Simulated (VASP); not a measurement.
# SiO2 (P4_2/mnm) in VASP: a series of runs

Runs on SiO2. Level: LDA. Tasks: single point.

Program: VASP 6.6.1. These are calculated values, not measurements. Logs are shortened: lines on timing, memory, paths and dates and some standing lists are left out, and cuts for length are marked.

**1. The cell of the first run**

The structure is tetragonal, space group P4_2/mnm (No. 136). The conventional cell has a = 4.540 Å, b = 4.540 Å, c = 2.514 Å, α = 90.00°, β = 90.00°, γ = 90.00°. Within 2.4 Å of Si (site symmetry mmm) lie 6 O at 1.77 to 1.96 Å. O (site symmetry m2m) has 3 Si at 1.77 to 1.96 Å within 2.4 Å.

**2. Single point, LDA (volume 8.638 Å^3 an atom, c/a of the conventional cell 0.5537)**

INCAR reads:

```
SYSTEM = SiO2
PREC     = Accurate       ! precision mode
ENCUT    = 520            ! plane-wave cutoff, eV
EDIFF    = 1E-6           ! SCF threshold, eV
ISMEAR   = 0              ! smearing method
SIGMA    = 0.05           ! smearing width, eV
LREAL    = .False.        ! projectors in reciprocal space
LASPH    = .True.         ! aspherical terms in the spheres
NELM     = 60             ! most SCF steps
ALGO     = Normal         ! electronic algorithm
ISIF     = 2              ! what is computed and relaxed
LWAVE    = .False.        ! write WAVECAR
LCHARG   = .False.        ! write CHGCAR
GGA      = CA             ! functional
NBANDS   = 25             ! bands
```

KPOINTS reads:

```
Automatic mesh
0
Gamma
  6 6 10
  0 0 0
```

POSCAR reads:

```
SiO2
1.0
    4.5404264210      0.0000000000      0.0000000000
    0.0000000000      4.5404264210      0.0000000000
    0.0000000000      0.0000000000      2.5140341093
Si O
2 4
Direct
    0.5000000000      0.5000000000      0.5000000000
    0.0000000000      0.0000000000      0.0000000000
    0.6944252994      0.6944252994      0.0000000000
    0.1944252994      0.8055747006      0.5000000000
    0.3055747006      0.3055747006      0.0000000000
    0.8055747006      0.1944252994      0.5000000000
```

Potentials or basis: VASP PAW LDA potentials, release 64 (Si, O).

Run with:

```console
cat potpaw_LDA.64/Si/POTCAR potpaw_LDA.64/O/POTCAR > POTCAR
mpirun -np 1 vasp_std > vasp.out
```

OUTCAR:

```text
SYSTEM = SiO2
   PREC = Accurate
   ENCUT = 520
   EDIFF = 1E-6
   ISMEAR = 0
   LREAL = .False.
   LASPH = .True.
   NELM = 60
   ISIF = 2
   GGA = CA

 ion  position               nearest neighbor table
   1  0.500  0.500  0.500-   3 1.77   5 1.77   3 1.77   5 1.77   4 1.96   6 1.96
   2  0.000  0.000  0.000-   4 1.77   6 1.77   4 1.77   6 1.77   5 1.96   3 1.96
   3  0.694  0.694  0.000-   1 1.77   1 1.77   2 1.96
   4  0.194  0.806  0.500-   2 1.77   2 1.77   1 1.96
   5  0.306  0.306  0.000-   1 1.77   1 1.77   2 1.96
   6  0.806  0.194  0.500-   2 1.77   2 1.77   1 1.96

  LATTYP: Found a simple tetragonal cell.
 ALAT       =     4.5404264210
 C/A-ratio  =     0.5537000000

  Lattice vectors:

 A1 = (   4.5404264210,   0.0000000000,   0.0000000000)
 A2 = (   0.0000000000,   4.5404264210,   0.0000000000)
 A3 = (   0.0000000000,   0.0000000000,   2.5140341093)

Analysis of symmetry for initial positions (statically):
=====================================================================
 Subroutine PRICEL returns:
 Original cell was already a primitive cell.

 Routine SETGRP: Setting up the symmetry group for a
 simple tetragonal supercell.

 Subroutine GETGRP returns: Found 16 space group operations
 (whereof  8 operations were pure point group operations)
 out of a pool of 16 trial point group operations.

The static configuration has the point symmetry D_2h.
 The point group associated with its full space group is D_4h.

Analysis of symmetry for dynamics (positions and initial velocities):
=====================================================================
 Subroutine PRICEL returns:
 Original cell was already a primitive cell.

 Routine SETGRP: Setting up the symmetry group for a
 simple tetragonal supercell.

 Subroutine GETGRP returns: Found 16 space group operations
 (whereof  8 operations were pure point group operations)
 out of a pool of 16 trial point group operations.

The dynamic configuration has the point symmetry D_2h.
 The point group associated with its full space group is D_4h.

 Subroutine INISYM returns: Found 16 space group operations
 (whereof  8 operations are pure point group operations),
 and found     1 'primitive' translations

----------------------------------------------------------------------------------------

                                     Primitive cell

  volume of cell :      51.8280

  direct lattice vectors                    reciprocal lattice vectors
     4.540426421  0.000000000  0.000000000     0.220243631  0.000000000  0.000000000
     0.000000000  4.540426421  0.000000000     0.000000000  0.220243631  0.000000000
     0.000000000  0.000000000  2.514034109     0.000000000  0.000000000  0.397767077

  length of vectors
     4.540426421  4.540426421  2.514034109     0.220243631  0.220243631  0.397767077

  position of ions in fractional coordinates (direct lattice)
     0.500000000  0.500000000  0.500000000
     0.000000000  0.000000000  0.000000000
     0.694425299  0.694425299  0.000000000
     0.194425299  0.805574701  0.500000000
     0.305574701  0.305574701  0.000000000
     0.805574701  0.194425299  0.500000000

  ion indices of the primitive-cell ions
   primitive index   ion index
                 1           1
                 2           2
                 3           3
                 4           4
                 5           5
                 6           6

----------------------------------------------------------------------------------------

 KPOINTS: Automatic mesh

Automatic generation of k-mesh.
 Grid dimensions read from file:
 generate k-points for:    6    6   10

 Generating k-lattice:

  Cartesian coordinates                     Fractional coordinates (reciprocal lattice)
     0.036707272  0.000000000  0.000000000     0.166666667  0.000000000  0.000000000
     0.000000000  0.036707272  0.000000000     0.000000000  0.166666667  0.000000000
     0.000000000  0.000000000  0.039776708     0.000000000  0.000000000  0.100000000

  Length of vectors
     0.036707272  0.036707272  0.039776708

  Shift w.r.t. Gamma in fractional coordinates (k-lattice)
     0.000000000  0.000000000  0.000000000

 Subroutine IBZKPT returns following result:
 ===========================================

 Found     60 irreducible k-points:

 Following reciprocal coordinates:
            Coordinates               Weight
  0.000000  0.000000  0.000000      1.000000
  0.166667  0.000000  0.000000      4.000000
  0.333333  0.000000  0.000000      4.000000
  0.500000  0.000000  0.000000      2.000000
  0.166667  0.166667  0.000000      4.000000
  0.333333  0.166667  0.000000      8.000000
[... 16 lines left out ...]
  0.333333  0.000000  0.200000      8.000000
  0.500000  0.000000  0.200000      4.000000
 [... further k-points ...]
   k-points           NKPTS =     60   k-points in BZ     NKDIM =     60   number of bands    NBANDS=     25
   number of dos      NEDOS =    301   number of ions     NIONS =      6
   total plane-waves  NPLWV =  25920
   dimension x,y,z NGX =    36 NGY =   36 NGZ =   20
   dimension x,y,z NGXF=    72 NGYF=   72 NGZF=   40
   ions per type =               2   4
   NGX,Y,Z   is equivalent  to a cutoff of  13.18, 13.18, 13.23 a.u.
   NGXF,Y,Z  is equivalent  to a cutoff of  26.36, 26.36, 26.45 a.u.
 SYSTEM =  SiO2
   PREC   = accura    normal or accurate (medium, high low for compatibility)
   ISTART =      0    job   : 0-new  1-cont  2-samecut
   ICHARG =      2    charge: 1-file 2-atom 10-const
   ISPIN  =      1    spin polarized calculation?
   LNONCOLLINEAR =      F non collinear calculations
   LSORBIT =      F    spin-orbit coupling
   LASPH  =      T    aspherical Exc in radial PAW
   ENCUT  =  520.0 eV  38.22 Ry    6.18 a.u.   8.44  8.44  4.67*2*pi/ulx,y,z
   NELM   =     60;   NELMIN=  2; NELMDL= -5     # of ELM steps
   EDIFF  = 0.1E-05   stopping-criterion for ELM
   LREAL  =      F    real-space projection
   EDIFFG = 0.1E-04   stopping-criterion for IOM
   NSW    =      0    number of steps for IOM
   IBRION =     -1    ionic relax: 0-MD 1-quasi-New 2-CG
   NFREE  =      0    steps in history (QN), initial steepest desc. (CG)
   ISIF   =      2    stress and relaxation
   ISYM   =      2    0-nonsym 1-usesym 2-fastsym
   POTIM  = 0.5000    time-step for ionic-motion
   TEBEG  =    0.0;   TEEND  =   0.0 temperature during run
   PSTRESS=    0.0 pullay stress
   NELECT =      32.0000    total number of electrons
   NUPDOWN=      -1.0000    fix difference up-down
   EMIN   =  10.00;   EMAX   =-10.00  energy-range for DOS
   EFERMI =   0.00;   METHOD = LEGACY
   ISMEAR =     0;   SIGMA  =   0.05  broadening in eV -4-tet -1-fermi 0-gaus
   EFERMI_NEDOS =   21; number of points for ismear=-14 and -15
   IALGO  =     38    algorithm
   IMIX   =      4    mixing-type and parameters
     AMIX     =   0.40;   BMIX     =  1.00
     AMIX_MAG =   1.60;   BMIX_MAG =  1.00
  volume/ion in A,a.u.               =       8.64        58.29
  Fermi-wavevector in a.u.,A,eV,Ry     =   1.394023  2.634322 26.440212  1.943301
  Thomas-Fermi vector in A             =   2.517613
   LORBIT       =      0    0 simple, 1 ext, 2 COOP (PROOUT), +10 PAW based schemes
   GGA     = CA    functional components
   LHFCALC =     F    Hartree Fock is set to
   AEXX    =    0.0000 exact exchange contribution
   IVDW    =     0    specifies the selected vdW correction
   LEPSILON=     F    determine dielectric tensor
   LRPA    =     F    only Hartree local field effects (RPA)
 non-spin polarized calculation
 Gauss-broadening in eV      SIGMA  =   0.05
  energy-cutoff  :      520.00
  volume of cell :       51.83
 maximum number of plane-waves:      1429
 NGX is ok and might be reduce to    36
   NGX = 17   NGY = 17   NGZ =  9

 number of electron      32.0000018 magnetization

 Free energy of the ion-electron system (eV)
  ---------------------------------------------------
  ext. energy  EPLUGINS =         0.00000000
  ---------------------------------------------------
  free energy    TOTEN  =       -50.60838682 eV

  energy without entropy =      -50.60838682  energy(sigma->0) =      -50.60838682

 E-fermi :   6.5784     XC(G=0): -12.1473

 val. band max:        6.3107597663   @ k =   0.0000   0.0000   0.0000
 cond. band min:      10.2953550978   @ k =   0.0000   0.0000   0.0000
 fundamental gap:      3.9845953315
 Fermi energy:         6.5783896556

 k-point     1 :       0.0000    0.0000    0.0000
  band No.  band energies     occupation
      1     -14.9717      2.00000
      2     -12.0775      2.00000
      3     -12.0374      2.00000
      4     -12.0374      2.00000
      5      -3.9076      2.00000
      6      -0.0513      2.00000
[... 17 lines left out ...]
     24      19.0152      0.00000
     25      19.2837      0.00000

 k-point     2 :       0.1667    0.0000    0.0000
  band No.  band energies     occupation
      1     -14.8575      2.00000
      2     -12.6589      2.00000
      3     -11.9819      2.00000
      4     -11.6761      2.00000
      5      -3.7588      2.00000
      6      -0.6896      2.00000
[... 17 lines left out ...]
     24      19.2151      0.00000
     25      19.4644      0.00000

 k-point     3 :       0.3333    0.0000    0.0000
  band No.  band energies     occupation
      1     -14.5247      2.00000
      2     -13.3504      2.00000
      3     -11.8359      2.00000
      4     -11.5670      2.00000
      5      -3.3183      2.00000
      6      -1.6982      2.00000
[... 17 lines left out ...]
     24      19.2107      0.00000
     25      19.9864      0.00000

 k-point     4 :       0.5000    0.0000    0.0000
  band No.  band energies     occupation
      1     -14.0032      2.00000
      2     -14.0032      2.00000
      3     -11.6618      2.00000
      4     -11.6618      2.00000
      5      -2.6126      2.00000
      6      -2.6126      2.00000
[... 17 lines left out ...]
     24      19.0626      0.00000
     25      20.5970      0.00000

 k-point     5 :       0.1667    0.1667    0.0000
  band No.  band energies     occupation
      1     -14.7471      2.00000
      2     -12.8311      2.00000
      3     -12.0883      2.00000
      4     -11.5773      2.00000
      5      -3.5872      2.00000
      6      -0.7081      2.00000
[... 17 lines left out ...]
     24      19.2692      0.00000
     25      19.6421      0.00000

 k-point     6 :       0.3333    0.1667    0.0000
  band No.  band energies     occupation
      1     -14.4268      2.00000
      2     -13.3440      2.00000
      3     -12.0052      2.00000
      4     -11.6063      2.00000
      5      -3.0968      2.00000
      6      -1.4658      2.00000
[... 17 lines left out ...]
     24      19.2076      0.00000
     25      20.3114      0.00000
[... 393 lines left out ...]
 k-point    21 :       0.0000    0.0000    0.2000
  band No.  band energies     occupation
      1     -14.3857      2.00000
      2     -11.8051      2.00000
      3     -11.6759      2.00000
      4     -11.6759      2.00000
      5      -3.5221      2.00000
      6       0.4655      2.00000
[... 17 lines left out ...]
     24      19.6496      0.00000
     25      19.6496      0.00000

 k-point    22 :       0.1667    0.0000    0.2000
  band No.  band energies     occupation
      1     -14.2784      2.00000
      2     -12.2691      2.00000
      3     -11.6307      2.00000
      4     -11.4092      2.00000
      5      -3.3373      2.00000
      6      -0.2442      2.00000
[... 17 lines left out ...]
     24      19.5302      0.00000
     25      19.5850      0.00000

 k-point    23 :       0.3333    0.0000    0.2000
  band No.  band energies     occupation
      1     -13.9669      2.00000
      2     -12.8859      2.00000
      3     -11.5133      2.00000
      4     -11.3106      2.00000
      5      -2.8318      2.00000
      6      -1.2125      2.00000
[... 17 lines left out ...]
     24      19.5321      0.00000
     25      19.6340      0.00000

 k-point    24 :       0.5000    0.0000    0.2000
  band No.  band energies     occupation
      1     -13.4828      2.00000
      2     -13.4828      2.00000
      3     -11.3775      2.00000
      4     -11.3775      2.00000
      5      -2.0995      2.00000
      6      -2.0995      2.00000
[... 17 lines left out ...]
     24      19.5921      0.00000
     25      19.9644      0.00000

 [... further k-points ...]

------------------------ aborting loop because EDIFF is reached ----------------------------------------

  FORCE on cell =-STRESS in cart. coord.  units (eV):
  Direction    XX          YY          ZZ          XY          YZ          ZX
  --------------------------------------------------------------------------------------
  -------------------------------------------------------------------------------------
  Total      -13.3287822    -13.3287822      5.6042978      0.0000000      0.0000000      0.0000000
  in kB     -412.0373671   -412.0373671    173.2476454      0.0000000      0.0000000      0.0000000
  external PRESSURE =    -216.9423629 kB  Pullay stress =       0.0000000 kB

 VOLUME and BASIS-vectors are now :
 -----------------------------------------------------------------------------
  energy-cutoff  :      520.00
  volume of cell :       51.83
      direct lattice vectors                 reciprocal lattice vectors
     4.540426421  0.000000000  0.000000000     0.220243631  0.000000000  0.000000000
     0.000000000  4.540426421  0.000000000     0.000000000  0.220243631  0.000000000
     0.000000000  0.000000000  2.514034109     0.000000000  0.000000000  0.397767077

 POSITION                                       TOTAL-FORCE (eV/Angst)
 -----------------------------------------------------------------------------------
      2.27021      2.27021      1.25702         0.000000      0.000000     -0.000000
      0.00000      0.00000      0.00000         0.000000      0.000000     -0.000000
      3.15299      3.15299      0.00000        -1.468201     -1.468201     -0.000000
      0.88277      3.65765      1.25702        -1.468201      1.468201     -0.000000
      1.38744      1.38744      0.00000         1.468201      1.468201      0.000000
      3.65765      0.88277      1.25702         1.468201     -1.468201     -0.000000
 -----------------------------------------------------------------------------------
    total drift:                                0.000000     -0.000000     -0.000000

  FREE ENERGIE OF THE ION-ELECTRON SYSTEM (eV)
  ---------------------------------------------------
  free  energy   TOTEN  =       -50.6083868190 eV

  energy  without entropy=      -50.6083868190  energy(sigma->0) =      -50.60838682
```

Run time: 27 s. Hardware: 1 thread of Intel Xeon 6975P-C (Granite Rapids), shared host; peak memory 0.17 GiB.

Results:

| Quantity | Value |
| --- | --- |
| Free energy | -50.6084 eV |
| Pressure | -21.7 GPa |
| Largest force | 2.076 eV/Å |
| Band gap on the k mesh | 3.98 eV, direct |

Forces on the atoms (eV/Å):
```
Si   0.000  0.000  0.000
Si   0.000  0.000  0.000
O   -1.468 -1.468  0.000
O   -1.468  1.468  0.000
O    1.468  1.468  0.000
O    1.468 -1.468  0.000
```

Stress tensor (GPa, compression positive):
```
-41.20   0.00   0.00
  0.00 -41.20   0.00
  0.00   0.00  17.32
```

Caveat: forces of over 1 eV/Å act on the atoms, so gaps and moduli don't describe the material at rest. A k mesh can miss the band edges.

(Continued in part 2 of 3.)
